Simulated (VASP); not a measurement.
# LaCuTe2 (R-3m) in VASP: single point with PBE

Aim: the single point of LaCuTe2 with PBE.

All numbers are computed with VASP 6.6.1; they aren't measurements. Logs are shortened: lines on timing, memory, paths and dates and some standing lists are left out, and cuts for length are marked.

**1. The cell of the first run**

The structure is trigonal, space group R-3m (No. 166). The conventional cell has a = 4.476 Å, b = 4.476 Å, c = 20.249 Å, α = 90.00°, β = 90.00°, γ = 120.00°. Cu (site symmetry -3m) has 6 Te at 2.97 Å within 3.9 Å. Within 4.3 Å of La (site symmetry -3m) lie 6 Te at 3.21 Å and 6 Cu at 4.25 Å. Te (site symmetry 3m) has 3 Cu at 2.97 Å and 3 La at 3.21 Å and 3 Te at 3.91 Å within 4.0 Å.

**2. Single point, PBE**

Contents of INCAR:

```
PREC = Accurate
ENCUT = 520
EDIFF = 1E-6
ISMEAR = 0
SIGMA = 0.01
LREAL = False
LASPH = True
NELM = 60
ALGO = Normal
ISIF = 2
LWAVE = False
LCHARG = False
GGA = PE
NBANDS = 25
```

Contents of KPOINTS:

```
Automatic mesh
0
Gamma
  4 4 4
```

Contents of POSCAR:

```
LaCuTe2
1.0
    2.2378723238      1.2920361886      6.7495388525
   -2.2378723238      1.2920361886      6.7495388525
    0.0000000000     -2.5840723771      6.7495388525
Cu La Te
1 1 2
Direct
    1.0000000000      0.0000000000      0.0000000000
    0.5000000000      0.5000000000      0.5000000000
    0.2608883540      0.2608883540      0.2608883540
    0.7391116460      0.7391116460      0.7391116460
```

Potentials or basis: VASP PAW PBE potentials, release 64 (Cu, La, Te).

The run is started by

```console
> cat potpaw_PBE.64/Cu/POTCAR potpaw_PBE.64/La/POTCAR potpaw_PBE.64/Te/POTCAR > POTCAR
> mpirun -np 1 vasp_std > vasp.out
```

OUTCAR:

```text
PREC = Accurate
   ENCUT = 520
   EDIFF = 1E-6
   ISMEAR = 0
   LREAL = False
   LASPH = True
   NELM = 60
   ISIF = 2
   GGA = PE

 ion  position               nearest neighbor table
   1  0.000  0.000  0.000-   4 2.97   4 2.97   3 2.97   3 2.97   4 2.97   3 2.97
   2  0.500  0.500  0.500-   3 3.21   4 3.21   3 3.21   3 3.21   4 3.21   4 3.21
   3  0.261  0.261  0.261-   1 2.97   1 2.97   1 2.97   2 3.21   2 3.21   2 3.21
   4  0.739  0.739  0.739-   1 2.97   1 2.97   1 2.97   2 3.21   2 3.21   2 3.21

  LATTYP: Found a trigonal (rhomboedric) cell.
 ALAT       =     7.2272888950
 COS(alpha) =     0.8082436404

  Lattice vectors:

 A1 = (   2.2378723238,   1.2920361886,   6.7495388525)
 A2 = (  -2.2378723238,   1.2920361886,   6.7495388525)
 A3 = (   0.0000000000,  -2.5840723771,   6.7495388525)

Analysis of symmetry for initial positions (statically):
=====================================================================
 Subroutine PRICEL returns:
 Original cell was already a primitive cell.

 Routine SETGRP: Setting up the symmetry group for a
 trigonal (rhombohedral) supercell.

 Subroutine GETGRP returns: Found 12 space group operations
 (whereof 12 operations were pure point group operations)
 out of a pool of 12 trial point group operations.

The static configuration has the point symmetry D_3d.

Analysis of symmetry for dynamics (positions and initial velocities):
=====================================================================
 Subroutine PRICEL returns:
 Original cell was already a primitive cell.

 Routine SETGRP: Setting up the symmetry group for a
 trigonal (rhombohedral) supercell.

 Subroutine GETGRP returns: Found 12 space group operations
 (whereof 12 operations were pure point group operations)
 out of a pool of 12 trial point group operations.

The dynamic configuration has the point symmetry D_3d.

 Subroutine INISYM returns: Found 12 space group operations
 (whereof 12 operations are pure point group operations),
 and found     1 'primitive' translations

----------------------------------------------------------------------------------------

                                     Primitive cell

  volume of cell :     117.0942

  direct lattice vectors                    reciprocal lattice vectors
     2.237872324  1.292036189  6.749538852     0.223426509  0.128995355  0.049386090
    -2.237872324  1.292036189  6.749538852    -0.223426509  0.128995355  0.049386090
     0.000000000 -2.584072377  6.749538852     0.000000000 -0.257990710  0.049386090

  length of vectors
     7.227288895  7.227288895  7.227288895     0.262675070  0.262675070  0.262675070

  position of ions in fractional coordinates (direct lattice)
     0.000000000  0.000000000  0.000000000
     0.500000000  0.500000000  0.500000000
     0.260888354  0.260888354  0.260888354
     0.739111646  0.739111646  0.739111646

  ion indices of the primitive-cell ions
   primitive index   ion index
                 1           1
                 2           2
                 3           3
                 4           4

----------------------------------------------------------------------------------------

 KPOINTS: Automatic mesh

Automatic generation of k-mesh.
 Grid dimensions read from file:
 generate k-points for:    4    4    4

 Generating k-lattice:

  Cartesian coordinates                     Fractional coordinates (reciprocal lattice)
     0.055856627  0.032248839  0.012346523     0.250000000  0.000000000 -0.000000000
    -0.055856627  0.032248839  0.012346523     0.000000000  0.250000000 -0.000000000
     0.000000000 -0.064497677  0.012346523     0.000000000  0.000000000  0.250000000

  Length of vectors
     0.065668767  0.065668767  0.065668767

  Shift w.r.t. Gamma in fractional coordinates (k-lattice)
     0.000000000  0.000000000  0.000000000

 Subroutine IBZKPT returns following result:
 ===========================================

 Found     13 irreducible k-points:

 Following reciprocal coordinates:
            Coordinates               Weight
  0.000000  0.000000  0.000000      1.000000
  0.250000  0.000000  0.000000      6.000000
  0.500000  0.000000  0.000000      3.000000
  0.250000  0.250000  0.000000      6.000000
  0.500000  0.250000  0.000000     12.000000
 -0.250000  0.250000  0.000000      6.000000
  0.500000  0.500000  0.000000      3.000000
  0.250000  0.250000  0.250000      2.000000
  0.500000  0.250000  0.250000      6.000000
 -0.250000  0.250000  0.250000      6.000000
  0.500000  0.500000  0.250000      6.000000
 -0.250000  0.500000  0.250000      6.000000
  0.500000  0.500000  0.500000      1.000000
   k-points           NKPTS =     13   k-points in BZ     NKDIM =     13   number of bands    NBANDS=     25
   number of dos      NEDOS =    301   number of ions     NIONS =      4
   total plane-waves  NPLWV = 157464
   dimension x,y,z NGX =    54 NGY =   54 NGZ =   54
   dimension x,y,z NGXF=   108 NGYF=  108 NGZF=  108
   ions per type =               1   1   2
   NGX,Y,Z   is equivalent  to a cutoff of  12.42, 12.42, 12.42 a.u.
   NGXF,Y,Z  is equivalent  to a cutoff of  24.84, 24.84, 24.84 a.u.
 SYSTEM =  unknown system
   PREC   = accura    normal or accurate (medium, high low for compatibility)
   ISTART =      0    job   : 0-new  1-cont  2-samecut
   ICHARG =      2    charge: 1-file 2-atom 10-const
   ISPIN  =      1    spin polarized calculation?
   LNONCOLLINEAR =      F non collinear calculations
   LSORBIT =      F    spin-orbit coupling
   LASPH  =      T    aspherical Exc in radial PAW
   ENCUT  =  520.0 eV  38.22 Ry    6.18 a.u.  13.44 13.44 13.44*2*pi/ulx,y,z
   NELM   =     60;   NELMIN=  2; NELMDL= -5     # of ELM steps
   EDIFF  = 0.1E-05   stopping-criterion for ELM
   LREAL  =      F    real-space projection
   EDIFFG = 0.1E-04   stopping-criterion for IOM
   NSW    =      0    number of steps for IOM
   IBRION =     -1    ionic relax: 0-MD 1-quasi-New 2-CG
   NFREE  =      0    steps in history (QN), initial steepest desc. (CG)
   ISIF   =      2    stress and relaxation
   ISYM   =      2    0-nonsym 1-usesym 2-fastsym
   POTIM  = 0.5000    time-step for ionic-motion
   TEBEG  =    0.0;   TEEND  =   0.0 temperature during run
   PSTRESS=    0.0 pullay stress
   NELECT =      34.0000    total number of electrons
   NUPDOWN=      -1.0000    fix difference up-down
   EMIN   =  10.00;   EMAX   =-10.00  energy-range for DOS
   EFERMI =   0.00;   METHOD = LEGACY
   ISMEAR =     0;   SIGMA  =   0.01  broadening in eV -4-tet -1-fermi 0-gaus
   EFERMI_NEDOS =   21; number of points for ismear=-14 and -15
   IALGO  =     38    algorithm
   IMIX   =      4    mixing-type and parameters
     AMIX     =   0.40;   BMIX     =  1.00
     AMIX_MAG =   1.60;   BMIX_MAG =  1.00
  volume/ion in A,a.u.               =      29.27       197.55
  Fermi-wavevector in a.u.,A,eV,Ry     =   1.084067  2.048589 15.989577  1.175201
  Thomas-Fermi vector in A             =   2.220148
   LORBIT       =      0    0 simple, 1 ext, 2 COOP (PROOUT), +10 PAW based schemes
   GGA     = PE    functional components
   LHFCALC =     F    Hartree Fock is set to
   AEXX    =    0.0000 exact exchange contribution
   IVDW    =     0    specifies the selected vdW correction
   LEPSILON=     F    determine dielectric tensor
   LRPA    =     F    only Hartree local field effects (RPA)
 non-spin polarized calculation
 Gauss-broadening in eV      SIGMA  =   0.01
  energy-cutoff  :      520.00
  volume of cell :      117.09
 maximum number of plane-waves:      3169
 NGX is ok and might be reduce to    54
   NGX = 27   NGY = 27   NGZ = 27

 number of electron      34.0000004 magnetization

 Free energy of the ion-electron system (eV)
  ---------------------------------------------------
  ext. energy  EPLUGINS =         0.00000000
  ---------------------------------------------------
  free energy    TOTEN  =       -18.02158795 eV

  energy without entropy =      -18.02158795  energy(sigma->0) =      -18.02158795

 E-fermi :   6.3714     XC(G=0):  -9.5777

 val. band max:        6.3080587034   @ k =  -0.2500   0.5000   0.2500
 cond. band min:       7.1024297412   @ k =   0.5000   0.5000   0.0000
 fundamental gap:      0.7943710378
 Fermi energy:         6.3713636975

 k-point     1 :       0.0000    0.0000    0.0000
  band No.  band energies     occupation
      1     -26.3925      2.00000
      2     -10.3172      2.00000
      3     -10.0296      2.00000
      4     -10.0296      2.00000
      5      -4.9740      2.00000
      6      -3.5606      2.00000
[... 17 lines left out ...]
     24       8.6466      0.00000
     25       8.8037      0.00000

 k-point     2 :       0.2500    0.0000    0.0000
  band No.  band energies     occupation
      1     -26.3837      2.00000
      2     -10.2611      2.00000
      3     -10.2014      2.00000
      4     -10.0613      2.00000
      5      -4.5615      2.00000
      6      -3.7132      2.00000
[... 17 lines left out ...]
     24       8.5511      0.00000
     25       8.7084      0.00000

 k-point     3 :       0.5000    0.0000    0.0000
  band No.  band energies     occupation
      1     -26.3749      2.00000
      2     -10.3708      2.00000
      3     -10.1908      2.00000
      4     -10.0927      2.00000
      5      -4.2651      2.00000
      6      -3.6631      2.00000
[... 17 lines left out ...]
     24       8.5973      0.00000
     25       8.8245      0.00000

 k-point     4 :       0.2500    0.2500    0.0000
  band No.  band energies     occupation
      1     -26.3837      2.00000
      2     -10.2641      2.00000
      3     -10.2000      2.00000
      4     -10.0615      2.00000
      5      -4.4808      2.00000
      6      -3.8121      2.00000
[... 17 lines left out ...]
     24       8.5420      0.00000
     25       8.7232      0.00000
[... 169 lines left out ...]
 k-point    11 :       0.5000    0.5000    0.2500
  band No.  band energies     occupation
      1     -26.3837      2.00000
      2     -10.2692      2.00000
      3     -10.1999      2.00000
      4     -10.0616      2.00000
      5      -4.3530      2.00000
      6      -3.9291      2.00000
[... 17 lines left out ...]
     24       8.6136      0.00000
     25       8.6886      0.00000

 k-point    12 :      -0.2500    0.5000    0.2500
  band No.  band energies     occupation
      1     -26.3749      2.00000
      2     -10.3006      2.00000
      3     -10.2054      2.00000
      4     -10.1572      2.00000
      5      -4.1438      2.00000
      6      -3.7685      2.00000
[... 17 lines left out ...]
     24       8.5792      0.00000
     25       8.6035      0.00000

 k-point    13 :       0.5000    0.5000    0.5000
  band No.  band energies     occupation
      1     -26.3924      2.00000
      2     -10.3301      2.00000
      3     -10.0298      2.00000
      4     -10.0298      2.00000
      5      -4.4741      2.00000
      6      -4.1872      2.00000
[... 17 lines left out ...]
     24       8.6779      0.00000
     25       8.7327      0.00000

------------------------ aborting loop because EDIFF is reached ----------------------------------------

  FORCE on cell =-STRESS in cart. coord.  units (eV):
  Direction    XX          YY          ZZ          XY          YZ          ZX
  --------------------------------------------------------------------------------------
  -------------------------------------------------------------------------------------
  Total        0.1838961      0.1838961     -0.0621843      0.0000000     -0.0000000      0.0000000
  in kB        2.5162145      2.5162145     -0.8508563      0.0000000     -0.0000000      0.0000000
  external PRESSURE =       1.3938576 kB  Pullay stress =       0.0000000 kB

 VOLUME and BASIS-vectors are now :
 -----------------------------------------------------------------------------
  energy-cutoff  :      520.00
  volume of cell :      117.09
      direct lattice vectors                 reciprocal lattice vectors
     2.237872324  1.292036189  6.749538852     0.223426509  0.128995355  0.049386090
    -2.237872324  1.292036189  6.749538852    -0.223426509  0.128995355  0.049386090
     0.000000000 -2.584072377  6.749538852     0.000000000 -0.257990710  0.049386090

 POSITION                                       TOTAL-FORCE (eV/Angst)
 -----------------------------------------------------------------------------------
      0.00000      0.00000      0.00000        -0.000000     -0.000000     -0.000000
      0.00000      0.00000     10.12431         0.000000      0.000000     -0.000000
      0.00000      0.00000      5.28263        -0.000000      0.000000      0.086086
      0.00000      0.00000     14.96599        -0.000000     -0.000000     -0.086086
 -----------------------------------------------------------------------------------
    total drift:                                0.000000      0.000000      0.000000

  FREE ENERGIE OF THE ION-ELECTRON SYSTEM (eV)
  ---------------------------------------------------
  free  energy   TOTEN  =       -18.0215879464 eV

  energy  without entropy=      -18.0215879464  energy(sigma->0) =      -18.02158795
```

It took 5 min on 1 thread of Intel Xeon 8259CL, shared host; peak memory 0.43 GiB.

What came out:

| Quantity | Value |
| --- | --- |
| Free energy | -18.0216 eV |
| Pressure | 0.1 GPa |
| Largest force | 0.086 eV/Å |
| Band gap on the k mesh | 0.79 eV (least direct gap 1.26 eV) |

Forces on the atoms (eV/Å):
```
Cu   0.000  0.000  0.000
La   0.000  0.000  0.000
Te   0.000  0.000  0.086
Te   0.000  0.000 -0.086
```

Stress tensor (GPa, compression positive):
```
 0.25  0.00  0.00
 0.00  0.25  0.00
 0.00  0.00 -0.09
```

Caveat: semilocal functionals underestimate gaps, and a narrow one can read as zero; spin-orbit coupling is left out, which moves the levels of the heavy elements. A k mesh can miss the band edges.
